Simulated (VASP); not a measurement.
# Al2Pt in VASP: settings compared

Al2Pt is run at these levels: LDA, PBE; tasks: single point.

Program: VASP 6.6.1. These are calculated values, not measurements. Logs are shortened: lines on timing, memory, paths and dates and some standing lists are left out, and cuts for length are marked.

## 1. The cell of the first run

Symmetry: Fm-3m, No. 225, cubic system. The conventional cell has a = 5.789 Å, b = 5.789 Å, c = 5.789 Å, α = 90.00°, β = 90.00°, γ = 90.00°. Within 3.3 Å of Pt (site symmetry m-3m) lie 8 Al at 2.51 Å. Within 3.3 Å of Al (site symmetry -43m) lie 4 Pt at 2.51 Å and 6 Al at 2.89 Å.

## 2. Single point, LDA

Contents of INCAR:

```
PREC = Accurate
ENCUT = 570
EDIFF = 1E-6
ISMEAR = -1
SIGMA = 0.05
LREAL = False
LASPH = True
NELM = 120
ALGO = Normal
ISIF = 2
LWAVE = False
LCHARG = True
LELF = True
LVHAR = True
NBANDS = 19
GGA_COMPAT = False
```

Contents of KPOINTS:

```
Automatic mesh
0
Gamma
  8 8 8
```

Contents of POSCAR:

```
Al2Pt
1.0
    0.0000000000      2.8946769513      2.8946769513
    2.8946769513      0.0000000000      2.8946769513
    2.8946769513      2.8946769513      0.0000000000
Pt Al
1 2
Direct
    0.0000000000      0.0000000000      0.0000000000
    0.7500000000      0.7500000000      0.7500000000
    0.2500000000      0.2500000000      0.2500000000
```

Potentials or basis: VASP PAW LDA potentials, release 64 (Pt_sv_GW, Al).

The run is started by

```console
$ cat potpaw_LDA.64/Pt_sv_GW/POTCAR potpaw_LDA.64/Al/POTCAR > POTCAR
$ mpirun -np 1 vasp_std > vasp.out
```

OUTCAR:

```text
PREC = Accurate
   ENCUT = 570
   EDIFF = 1E-6
   ISMEAR = -1
   LREAL = False
   LASPH = True
   NELM = 120
   ISIF = 2

 ion  position               nearest neighbor table
   1  0.000  0.000  0.000-   2 2.51   3 2.51   2 2.51   2 2.51   2 2.51   3 2.51   3 2.51   3 2.51

   2  0.750  0.750  0.750-   1 2.51   1 2.51   1 2.51   1 2.51   3 2.89   3 2.89   3 2.89   3 2.89
                             3 2.89   3 2.89
   3  0.250  0.250  0.250-   1 2.51   1 2.51   1 2.51   1 2.51   2 2.89   2 2.89   2 2.89   2 2.89
                             2 2.89   2 2.89

  LATTYP: Found a face centered cubic cell.
 ALAT       =     5.7893539026

  Lattice vectors:

 A1 = (   0.0000000000,   2.8946769513,   2.8946769513)
 A2 = (   2.8946769513,   0.0000000000,   2.8946769513)
 A3 = (   2.8946769513,   2.8946769513,   0.0000000000)

Analysis of symmetry for initial positions (statically):
=====================================================================
 Subroutine PRICEL returns:
 Original cell was already a primitive cell.

 Routine SETGRP: Setting up the symmetry group for a
 face centered cubic supercell.

 Subroutine GETGRP returns: Found 48 space group operations
 (whereof 48 operations were pure point group operations)
 out of a pool of 48 trial point group operations.

The static configuration has the point symmetry O_h .

Analysis of symmetry for dynamics (positions and initial velocities):
=====================================================================
 Subroutine PRICEL returns:
 Original cell was already a primitive cell.

 Routine SETGRP: Setting up the symmetry group for a
 face centered cubic supercell.

 Subroutine GETGRP returns: Found 48 space group operations
 (whereof 48 operations were pure point group operations)
 out of a pool of 48 trial point group operations.

The dynamic configuration has the point symmetry O_h .

 Subroutine INISYM returns: Found 48 space group operations
 (whereof 48 operations are pure point group operations),
 and found     1 'primitive' translations

----------------------------------------------------------------------------------------

                                     Primitive cell

  volume of cell :      48.5099

  direct lattice vectors                    reciprocal lattice vectors
     0.000000000  2.894676951  2.894676951    -0.172730846  0.172730846  0.172730846
     2.894676951  0.000000000  2.894676951     0.172730846 -0.172730846  0.172730846
     2.894676951  2.894676951  0.000000000     0.172730846  0.172730846 -0.172730846

  length of vectors
     4.093691403  4.093691403  4.093691403     0.299178602  0.299178602  0.299178602

  position of ions in fractional coordinates (direct lattice)
     0.000000000  0.000000000  0.000000000
     0.750000000  0.750000000  0.750000000
     0.250000000  0.250000000  0.250000000

  ion indices of the primitive-cell ions
   primitive index   ion index
                 1           1
                 2           2
                 3           3

----------------------------------------------------------------------------------------

 KPOINTS: Automatic mesh

Automatic generation of k-mesh.
 Grid dimensions read from file:
 generate k-points for:    8    8    8

 Generating k-lattice:

  Cartesian coordinates                     Fractional coordinates (reciprocal lattice)
    -0.021591356  0.021591356  0.021591356     0.125000000  0.000000000  0.000000000
     0.021591356 -0.021591356  0.021591356     0.000000000  0.125000000  0.000000000
     0.021591356  0.021591356 -0.021591356     0.000000000  0.000000000  0.125000000

  Length of vectors
     0.037397325  0.037397325  0.037397325

  Shift w.r.t. Gamma in fractional coordinates (k-lattice)
     0.000000000  0.000000000  0.000000000

 Subroutine IBZKPT returns following result:
 ===========================================

 Found     29 irreducible k-points:

 Following reciprocal coordinates:
            Coordinates               Weight
  0.000000  0.000000  0.000000      1.000000
  0.125000  0.000000  0.000000      8.000000
  0.250000  0.000000  0.000000      8.000000
  0.375000  0.000000  0.000000      8.000000
  0.500000  0.000000  0.000000      4.000000
  0.125000  0.125000  0.000000      6.000000
[... 16 lines left out ...]
  0.500000  0.250000  0.125000     48.000000
 -0.375000  0.250000  0.125000     24.000000
 [... further k-points ...]
   k-points           NKPTS =     29   k-points in BZ     NKDIM =     29   number of bands    NBANDS=     19
   number of dos      NEDOS =    301   number of ions     NIONS =      3
   total plane-waves  NPLWV =  32768
   dimension x,y,z NGX =    32 NGY =   32 NGZ =   32
   dimension x,y,z NGXF=    64 NGYF=   64 NGZF=   64
   ions per type =               1   2
   NGX,Y,Z   is equivalent  to a cutoff of  13.00, 13.00, 13.00 a.u.
   NGXF,Y,Z  is equivalent  to a cutoff of  25.99, 25.99, 25.99 a.u.
 SYSTEM =  unknown system
   PREC   = accura    normal or accurate (medium, high low for compatibility)
   ISTART =      0    job   : 0-new  1-cont  2-samecut
   ICHARG =      2    charge: 1-file 2-atom 10-const
   ISPIN  =      1    spin polarized calculation?
   LNONCOLLINEAR =      F non collinear calculations
   LSORBIT =      F    spin-orbit coupling
   LASPH  =      T    aspherical Exc in radial PAW
   ENCUT  =  570.0 eV  41.89 Ry    6.47 a.u.   7.97  7.97  7.97*2*pi/ulx,y,z
   NELM   =    120;   NELMIN=  2; NELMDL= -5     # of ELM steps
   EDIFF  = 0.1E-05   stopping-criterion for ELM
   LREAL  =      F    real-space projection
   EDIFFG = 0.1E-04   stopping-criterion for IOM
   NSW    =      0    number of steps for IOM
   IBRION =     -1    ionic relax: 0-MD 1-quasi-New 2-CG
   NFREE  =      0    steps in history (QN), initial steepest desc. (CG)
   ISIF   =      2    stress and relaxation
   ISYM   =      2    0-nonsym 1-usesym 2-fastsym
   POTIM  = 0.5000    time-step for ionic-motion
   TEBEG  =    0.0;   TEEND  =   0.0 temperature during run
   PSTRESS=    0.0 pullay stress
   NELECT =      24.0000    total number of electrons
   NUPDOWN=      -1.0000    fix difference up-down
   EMIN   =  10.00;   EMAX   =-10.00  energy-range for DOS
   EFERMI =   0.00;   METHOD = LEGACY
   ISMEAR =    -1;   SIGMA  =   0.05  broadening in eV -4-tet -1-fermi 0-gaus
   EFERMI_NEDOS =   21; number of points for ismear=-14 and -15
   IALGO  =     38    algorithm
   IMIX   =      4    mixing-type and parameters
     AMIX     =   0.40;   BMIX     =  1.00
     AMIX_MAG =   1.60;   BMIX_MAG =  1.00
  volume/ion in A,a.u.               =      16.17       109.12
  Fermi-wavevector in a.u.,A,eV,Ry     =   1.294797  2.446812 22.810171  1.676500
  Thomas-Fermi vector in A             =   2.426358
   LORBIT       =      0    0 simple, 1 ext, 2 COOP (PROOUT), +10 PAW based schemes
   GGA     = CA    functional components
   LHFCALC =     F    Hartree Fock is set to
   AEXX    =    0.0000 exact exchange contribution
   IVDW    =     0    specifies the selected vdW correction
   LEPSILON=     F    determine dielectric tensor
   LRPA    =     F    only Hartree local field effects (RPA)
 non-spin polarized calculation
  energy-cutoff  :      570.00
  volume of cell :       48.51
 maximum number of plane-waves:      1524
   NGX = 15   NGY = 15   NGZ = 15

 number of electron      24.0000000 magnetization

 Free energy of the ion-electron system (eV)
  ---------------------------------------------------
  ext. energy  EPLUGINS =         0.00000000
  ---------------------------------------------------
  free energy    TOTEN  =       -18.37336347 eV

  energy without entropy =      -18.36169134  energy(sigma->0) =      -18.36752741

 E-fermi :   8.2227     XC(G=0): -11.3699

 val. band max:        8.1630322286   @ k =   0.3750   0.2500   0.0000
 cond. band min:       8.2534216231   @ k =  -0.3750   0.1250   0.0000
 fundamental gap:      0.0903893946
 Fermi energy:         8.2227079879

 k-point     1 :       0.0000    0.0000    0.0000
  band No.  band energies     occupation
      1     -90.5849      2.00000
      2     -45.0278      2.00000
      3     -45.0278      2.00000
      4     -45.0278      2.00000
      5      -2.4078      2.00000
      6       2.8315      2.00000
[... 11 lines left out ...]
     18      14.7608      0.00000
     19      14.7608      0.00000

 k-point     2 :       0.1250    0.0000    0.0000
  band No.  band energies     occupation
      1     -90.5850      2.00000
      2     -45.0284      2.00000
      3     -45.0279      2.00000
      4     -45.0279      2.00000
      5      -2.1826      2.00000
      6       2.7113      2.00000
[... 11 lines left out ...]
     18      14.5829      0.00000
     19      14.5829      0.00000

 k-point     3 :       0.2500    0.0000    0.0000
  band No.  band energies     occupation
      1     -90.5854      2.00000
      2     -45.0301      2.00000
      3     -45.0282      2.00000
      4     -45.0282      2.00000
      5      -1.5357      2.00000
      6       2.4309      2.00000
[... 11 lines left out ...]
     18      15.8211      0.00000
     19      15.8211      0.00000

 k-point     4 :       0.3750    0.0000    0.0000
  band No.  band energies     occupation
      1     -90.5855      2.00000
      2     -45.0315      2.00000
      3     -45.0285      2.00000
      4     -45.0285      2.00000
      5      -0.6069      2.00000
      6       2.1167      2.00000
[... 407 lines left out ...]
     18      16.5847      0.00000
     19      17.0759      0.00000

 k-point    23 :       0.5000    0.2500    0.1250
  band No.  band energies     occupation
      1     -90.5855      2.00000
      2     -45.0311      2.00000
      3     -45.0296      2.00000
      4     -45.0288      2.00000
      5      -0.0214      2.00000
      6       2.0420      2.00000
[... 11 lines left out ...]
     18      16.5334      0.00000
     19      18.0896      0.00000

 k-point    24 :      -0.3750    0.2500    0.1250
  band No.  band energies     occupation
      1     -90.5858      2.00000
      2     -45.0316      2.00000
      3     -45.0299      2.00000
      4     -45.0290      2.00000
      5       0.6245      2.00000
      6       1.9054      2.00000
[... 11 lines left out ...]
     18      16.8992      0.00000
     19      17.6525      0.00000

 [... further k-points ...]

------------------------ aborting loop because EDIFF is reached ----------------------------------------

  FORCE on cell =-STRESS in cart. coord.  units (eV):
  Direction    XX          YY          ZZ          XY          YZ          ZX
  --------------------------------------------------------------------------------------
  -------------------------------------------------------------------------------------
  Total        1.5334884      1.5334884      1.5334884      0.0000000     -0.0000000     -0.0000000
  in kB       50.6478229     50.6478229     50.6478229      0.0000000     -0.0000000     -0.0000000
  external PRESSURE =      50.6478229 kB  Pullay stress =       0.0000000 kB

 VOLUME and BASIS-vectors are now :
 -----------------------------------------------------------------------------
  energy-cutoff  :      570.00
  volume of cell :       48.51
      direct lattice vectors                 reciprocal lattice vectors
     0.000000000  2.894676951  2.894676951    -0.172730846  0.172730846  0.172730846
     2.894676951  0.000000000  2.894676951     0.172730846 -0.172730846  0.172730846
     2.894676951  2.894676951  0.000000000     0.172730846  0.172730846 -0.172730846

 POSITION                                       TOTAL-FORCE (eV/Angst)
 -----------------------------------------------------------------------------------
      0.00000      0.00000      0.00000        -0.000000      0.000000     -0.000000
      4.34202      4.34202      4.34202         0.000000     -0.000000     -0.000000
      1.44734      1.44734      1.44734        -0.000000      0.000000      0.000000
 -----------------------------------------------------------------------------------
    total drift:                                0.000000     -0.000000      0.000000

  FREE ENERGIE OF THE ION-ELECTRON SYSTEM (eV)
  ---------------------------------------------------
  free  energy   TOTEN  =       -18.3733634709 eV

  energy  without entropy=      -18.3616913442  energy(sigma->0) =      -18.36752741
```

Run time: 16 s. Hardware: 1 thread of Intel Xeon 6975P-C (Granite Rapids), shared host; peak memory 0.17 GiB.

Results:

| Property | Result |
| --- | --- |
| Free energy | -18.3734 eV |
| Pressure | 5.1 GPa |
| Band gap on the k mesh | zero (bands 12 and 13 overlap by 5.59 eV) |

Caveat: the cell stands under pressure; spin-orbit coupling is left out, which moves the levels of the heavy elements.

## 3. Single point, PBE

This run uses another cell than the first one, of 17.20 Å³/atom.

Contents of INCAR:

```
PREC = Accurate
ENCUT = 520
EDIFF = 1E-6
ISMEAR = 0
SIGMA = 0.1
LREAL = False
LASPH = True
NELM = 60
ALGO = Fast
ISIF = 2
LWAVE = False
LCHARG = False
GGA = PE
NBANDS = 15
```

Contents of KPOINTS:

```
Automatic mesh
0
Gamma
  13 13 13
```

Contents of POSCAR:

```
Al2Pt
1.0
    0.0000000000      2.9550000000      2.9550000000
    2.9550000000      0.0000000000      2.9550000000
    2.9550000000      2.9550000000      0.0000000000
Pt Al
1 2
Direct
    0.0117280000     -0.0150500000     -0.0056400000
    0.7540240000      0.7533590000      0.7435730000
    0.2510320000      0.2488130000      0.2564700000
```

Potentials or basis: VASP PAW PBE potentials, release 64 (Pt, Al).

The run is started by

```console
$ cat potpaw_PBE.64/Pt/POTCAR potpaw_PBE.64/Al/POTCAR > POTCAR
$ mpirun -np 1 vasp_std > vasp.out
```

OUTCAR:

```text
PREC = Accurate
   ENCUT = 520
   EDIFF = 1E-6
   ISMEAR = 0
   LREAL = False
   LASPH = True
   NELM = 60
   ISIF = 2
   GGA = PE

 ion  position               nearest neighbor table
   1  0.012  0.985  0.994-   3 2.51   3 2.52   2 2.53   2 2.53   2 2.56   3 2.60   3 2.61   2 2.62

   2  0.754  0.753  0.744-   1 2.53   1 2.53   1 2.56   1 2.62   3 2.93   3 2.93   3 2.93   3 2.98
                             3 2.98   3 2.98
   3  0.251  0.249  0.256-   1 2.51   1 2.52   1 2.60   1 2.61   2 2.93   2 2.93   2 2.93   2 2.98
                             2 2.98   2 2.98

[... 630 lines left out ...]
  Direction    XX          YY          ZZ          XY          YZ          ZX
  --------------------------------------------------------------------------------------
  -------------------------------------------------------------------------------------
  Total        0.7957253      0.8445307      0.8376613      0.1620064     -0.2114131     -0.1964557
  in kB       24.7042275     26.2194500     26.0061820      5.0296782     -6.5635699     -6.0991989
  external PRESSURE =      25.6432865 kB  Pullay stress =       0.0000000 kB

 VOLUME and BASIS-vectors are now :
 -----------------------------------------------------------------------------
  energy-cutoff  :      520.00
  volume of cell :       51.61
      direct lattice vectors                 reciprocal lattice vectors
     0.000000000  2.955000000  2.955000000    -0.169204738  0.169204738  0.169204738
     2.955000000  0.000000000  2.955000000     0.169204738 -0.169204738  0.169204738
     2.955000000  2.955000000  0.000000000     0.169204738  0.169204738 -0.169204738

 POSITION                                       TOTAL-FORCE (eV/Angst)
 -----------------------------------------------------------------------------------
      5.84886      2.97299      2.94518         0.554918     -0.077632      0.155789
      4.42343      4.42540      4.45432        -0.164109      0.147574     -0.167555
      1.49311      1.49967      1.47704        -0.390809     -0.069942      0.011766
 -----------------------------------------------------------------------------------
    total drift:                                0.000576     -0.000112      0.000179

  FREE ENERGIE OF THE ION-ELECTRON SYSTEM (eV)
  ---------------------------------------------------
  free  energy   TOTEN  =       -16.2283953465 eV

  energy  without entropy=      -16.2233652256  energy(sigma->0) =      -16.22588029
```

OSZICAR:

```text
N       E                     dE             d eps       ncg     rms          rms(c)
DAV:   1     0.483356863728E+02    0.48336E+02   -0.66230E+03 33402   0.908E+02
DAV:   2    -0.152742456599E+02   -0.63610E+02   -0.56171E+02 40729   0.165E+02
DAV:   3    -0.167876813896E+02   -0.15134E+01   -0.15036E+01 42579   0.244E+01
DAV:   4    -0.168000980064E+02   -0.12417E-01   -0.12415E-01 39564   0.260E+00
DAV:   5    -0.168003229402E+02   -0.22493E-03   -0.22493E-03 43934   0.364E-01    0.858E+00
RMM:   6    -0.163347632994E+02    0.46556E+00   -0.16481E+00 33077   0.812E+00    0.221E+00
RMM:   7    -0.162554394503E+02    0.79324E-01   -0.10211E-01 33231   0.210E+00    0.159E+00
RMM:   8    -0.162281770656E+02    0.27262E-01   -0.32479E-02 34044   0.142E+00    0.221E-01
RMM:   9    -0.162282630966E+02   -0.86031E-04   -0.54557E-03 36814   0.533E-01    0.174E-01
RMM:  10    -0.162284147563E+02   -0.15166E-03   -0.14169E-03 35850   0.245E-01    0.494E-02
RMM:  11    -0.162283910347E+02    0.23722E-04   -0.34986E-04 38161   0.123E-01    0.226E-02
RMM:  12    -0.162283947121E+02   -0.36774E-05   -0.75036E-05 38481   0.526E-02    0.128E-02
RMM:  13    -0.162283962945E+02   -0.15824E-05   -0.18124E-05 38372   0.260E-02    0.785E-03
RMM:  14    -0.162283951181E+02    0.11764E-05   -0.58342E-06 32672   0.152E-02    0.214E-03
RMM:  15    -0.162283953465E+02   -0.22841E-06   -0.15141E-06 24069   0.726E-03
   1 F= -.16228395E+02 E0= -.16225880E+02  d E =-.503012E-02
```

stdout:

```text
POSCAR found type information on POSCAR PtAl
 POSCAR found :  2 types and       3 ions
 scaLAPACK will be used
 LDA part: xc-table for (Slater+PW92), standard interpolation
 POSCAR, INCAR and KPOINTS ok, starting setup
 FFT: planning ... GRIDC
 FFT: planning ... GRID_SOFT
 FFT: planning ... GRID
 WAVECAR not read
 entering main loop
```

Run time: 7.4 min. Hardware: 1 thread of Oxide Virtual Turin-like, shared host; peak memory 0.85 GiB.

Results:

```yaml
Free_energy: -16.2284 eV
Pressure: 2.6 GPa
Largest_force: 0.582 eV/Å
Band_gap_on_the_k_mesh: zero (bands 8 and 9 overlap by 5.29 eV)
```

Forces in eV/Å, atoms in the order of the input:
```
Pt   0.555 -0.078  0.156
Al  -0.164  0.148 -0.168
Al  -0.391 -0.070  0.012
```

Caveat: spin-orbit coupling is left out, which moves the levels of the heavy elements.

The gap in the log of VASP goes by the Fermi energy; the results here count the filled bands.